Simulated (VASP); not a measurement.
# AlN (P6_3mc) in VASP: a series of runs, part 2 of 2

VASP 6.6.1. The steps go on from the part before.

## (3) Single point, LDA

Input file INCAR:

```
SYSTEM = AlN
  ALGO = Normal
  EDIFF = 1E-7
  ENCUT = 520
  GGA = CA
  ISIF = 2
  ISMEAR = -4
  LASPH = .True.
  LCHARG = .True.
  LELF = .True.
  LREAL = .False.
  LVHAR = .True.
  LWAVE = .False.
  NBANDS = 16
  NELM = 60
  PREC = Accurate
  SIGMA = 0.1
```

Input file KPOINTS:

```
k-points
0
Gamma
  8 8 6
  0 0 0
```

Input file POSCAR:

```
AlN
1.0
    3.0887730631      0.0000000000      0.0000000000
   -1.5443865316      2.6749559392      0.0000000000
    0.0000000000      0.0000000000      4.9432521891
Al N
2 2
Direct
    0.3333333333      0.6666666667     -0.0009923830
    0.6666666667      0.3333333333      0.4990076170
    0.3333333333      0.6666666667      0.3809923830
    0.6666666667      0.3333333333      0.8809923830
```

Potentials or basis: VASP PAW LDA potentials, release 64 (Al, N).

Command:

```console
> cat potpaw_LDA.64/Al/POTCAR potpaw_LDA.64/N/POTCAR > POTCAR
> mpirun -np 1 vasp_std > vasp.out
```

OUTCAR:

```text
SYSTEM = AlN
   EDIFF = 1E-7
   ENCUT = 520
   GGA = CA
   ISIF = 2
   ISMEAR = -4
   LASPH = .True.
   LREAL = .False.
   NELM = 60
   PREC = Accurate

 ion  position               nearest neighbor table
   1  0.333  0.667  0.999-   4 1.88   4 1.88   4 1.88   3 1.89   2 3.05   2 3.05   2 3.05   2 3.05
                             2 3.05   2 3.05
   2  0.667  0.333  0.499-   3 1.88   3 1.88   3 1.88   4 1.89   1 3.05   1 3.05   1 3.05   1 3.05
                             1 3.05   1 3.05
   3  0.333  0.667  0.381-   2 1.88   2 1.88   2 1.88   1 1.89
   4  0.667  0.333  0.881-   1 1.88   1 1.88   1 1.88   2 1.89

  LATTYP: Found a hexagonal cell.
 ALAT       =     3.0887730631
 C/A-ratio  =     1.6003934534

  Lattice vectors:

 A1 = (   3.0887730631,   0.0000000000,   0.0000000000)
 A2 = (  -1.5443865316,   2.6749559392,   0.0000000000)
 A3 = (   0.0000000000,   0.0000000000,   4.9432521891)

Analysis of symmetry for initial positions (statically):
=====================================================================
 Subroutine PRICEL returns:
 Original cell was already a primitive cell.

 Routine SETGRP: Setting up the symmetry group for a
 hexagonal supercell.

[... 179 lines left out ...]
 fundamental gap:      4.4233251237
 Fermi energy:         6.1540689445

 k-point     1 :       0.0000    0.0000    0.0000
  band No.  band energies     occupation
      1      -9.0586      2.00000
      2      -6.7647      2.00000
      3      -0.0395      2.00000
      4       5.2245      2.00000
      5       5.2245      2.00000
      6       5.8861      2.00000
[... 433 lines left out ...]
      3       0.7035      2.00000
      4       1.3761      2.00000
      5       3.6234      2.00000
      6       4.4032      2.00000
[... 8 lines left out ...]
     15      18.3706      0.00000
     16      20.2562      0.00000

 [... further k-points ...]

------------------------ aborting loop because EDIFF is reached ----------------------------------------

  FORCE on cell =-STRESS in cart. coord.  units (eV):
  Direction    XX          YY          ZZ          XY          YZ          ZX
  --------------------------------------------------------------------------------------
  -------------------------------------------------------------------------------------
  Total        0.1633067      0.1633067      0.1586473     -0.0000000      0.0000000      0.0000000
  in kB        6.4061788      6.4061788      6.2234033     -0.0000000      0.0000000      0.0000000
  external PRESSURE =       6.3452536 kB  Pullay stress =       0.0000000 kB

 VOLUME and BASIS-vectors are now :
 -----------------------------------------------------------------------------
  energy-cutoff  :      520.00
  volume of cell :       40.84
      direct lattice vectors                 reciprocal lattice vectors
     3.088773063  0.000000000  0.000000000     0.323753147  0.186918967  0.000000000
    -1.544386532  2.674955939  0.000000000     0.000000000  0.373837933  0.000000000
     0.000000000  0.000000000  4.943252189     0.000000000  0.000000000  0.202295971

 POSITION                                       TOTAL-FORCE (eV/Angst)
 -----------------------------------------------------------------------------------
     -0.00000      1.78330      4.93835        -0.000000      0.000000     -0.000621
      1.54439      0.89165      2.46672         0.000000      0.000000     -0.000621
     -0.00000      1.78330      1.88334        -0.000000      0.000000      0.000621
      1.54439      0.89165      4.35497         0.000000     -0.000000      0.000621
 -----------------------------------------------------------------------------------
    total drift:                               -0.000000      0.000000     -0.000733

  FREE ENERGIE OF THE ION-ELECTRON SYSTEM (eV)
  ---------------------------------------------------
  free  energy   TOTEN  =       -32.8409726645 eV

  energy  without entropy=      -32.8409726645  energy(sigma->0) =      -32.84097266
```

OSZICAR:

```text
N       E                     dE             d eps       ncg     rms          rms(c)
DAV:   1     0.364923805878E+02    0.36492E+02   -0.73897E+03  1280   0.902E+02
DAV:   2    -0.349270875655E+02   -0.71419E+02   -0.66464E+02  1808   0.177E+02
DAV:   3    -0.379720340219E+02   -0.30449E+01   -0.30376E+01  1544   0.373E+01
DAV:   4    -0.379870865654E+02   -0.15053E-01   -0.15051E-01  1640   0.315E+00
DAV:   5    -0.379872366465E+02   -0.15008E-03   -0.15008E-03  1568   0.308E-01    0.124E+01
DAV:   6    -0.329578733068E+02    0.50294E+01   -0.11455E+01  1344   0.241E+01    0.438E+00
DAV:   7    -0.329022685971E+02    0.55605E-01   -0.51421E-01  1528   0.473E+00    0.284E+00
DAV:   8    -0.328436705680E+02    0.58598E-01   -0.67973E-02  1416   0.219E+00    0.338E-01
DAV:   9    -0.328408743867E+02    0.27962E-02   -0.54053E-03  1576   0.528E-01    0.217E-01
DAV:  10    -0.328410197990E+02   -0.14541E-03   -0.56229E-04  1448   0.150E-01    0.108E-01
DAV:  11    -0.328409730783E+02    0.46721E-04   -0.84018E-05  1520   0.677E-02    0.191E-02
DAV:  12    -0.328409727613E+02    0.31704E-06   -0.13955E-06  1560   0.903E-03    0.476E-03
DAV:  13    -0.328409726527E+02    0.10865E-06   -0.62045E-07  1536   0.570E-03    0.106E-03
DAV:  14    -0.328409726645E+02   -0.11874E-07   -0.10138E-08   760   0.824E-04
   1 F= -.32840973E+02 E0= -.32840973E+02  d E =0.000000E+00
```

stdout:

```text
POSCAR found type information on POSCAR AlN
 POSCAR found :  2 types and       4 ions
 scaLAPACK will be used
 LDA part: xc-table for (Slater(with rela. corr.)+CA(PZ))
 , standard interpolation
 POSCAR, INCAR and KPOINTS ok, starting setup
 FFT: planning ... GRIDC
 FFT: planning ... GRID_SOFT
 FFT: planning ... GRID
 WAVECAR not read
 entering main loop
```

Wall time 16 s (1 thread of Intel Xeon 6975P-C, shared host); peak memory 0.15 GiB.

Results:

```
Free energy            : -32.8410 eV
Pressure               : 0.6 GPa
Band gap on the k mesh : 4.42 eV, direct
```

## (4) Against experiment

Step 2. A measured gap of AlN is 6.0343 eV (an exciton energy, a little under the gap; 0 K; quoted in “Structural and optical properties of self-assembled AlN nanowires grown on SiO2/Si substrates by molecular beam epitaxy”, 2024, arxiv:2402.00216); the calculated 4.42 eV misses it by -1.61 eV. 2 values of this kind are on record (6.034 to 6.0343 eV); this one was drawn at random. The value is that of LDA on a finite k mesh, which can miss the band edges, without temperature or zero-point motion. Semilocal functionals fall short of measured gaps as a rule.

Step 3. Measured gap of AlN: 6.034 eV (an exciton energy, a little under the gap; 10 K; quoted in “Self-assembly of well-separated AlN nanowires directly on sputtered metallic TiN films”, 2019, arxiv:1910.07391). This calculation gives 4.42 eV (-1.61 eV). 2 values of this kind are on record (6.034 to 6.0343 eV); this one was drawn at random. The value is that of LDA on a finite k mesh, which can miss the band edges, without temperature or zero-point motion. Semilocal functionals fall short of measured gaps as a rule.
